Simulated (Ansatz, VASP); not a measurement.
Two plane-wave programs on Ge

```xyz
4
Lattice="4.0502 0.0000 0.0000 -2.0251 3.5076 0.0000 0.0000 0.0000 6.6862" Properties=species:S:1:pos:R:3 pbc="T T T"
Ge    2.0251    1.1692    0.4206
Ge    0.0000    2.3384    3.7637
Ge    2.0251    1.1692    2.9225
Ge    0.0000    2.3384    6.2657
```

Change from the starting cell: volume scaled by 1.04, PAW files.

Alike in both runs: task electric field gradients; functional PBE; k mesh 11 × 11 × 6; occupations fermi-dirac, width 0.05 eV; no spin polarisation.

```csv
,VASP,Ansatz
version,VASP 6.6.1,Ansatz 0.2.0
potentials or method,"VASP PAW PBE potentials, release 64 (Ge_d)","PAW with Ansatz's default frozen-core files, scalar-relativistic"
plane-wave cutoff (eV),520,420
valence electrons in the cell,56,56
```

```csv
,VASP,Ansatz,Ansatz less VASP
pressure (GPa),0.2,0.3,+0.05
"traceless stress, the component that is largest in VASP (GPa)",-0.07,-0.08,-0.006
rms of the force components (eV/Å),0.003,0.003,+0.0005
size of Vzz on the site where it differs most (V/Å²),7.2,7.4,+0.22
```

Atom by atom the forces differ by 0.000 eV/Å (rms over components). The functional is the same, so the differences come from potentials, cutoffs and numerics.
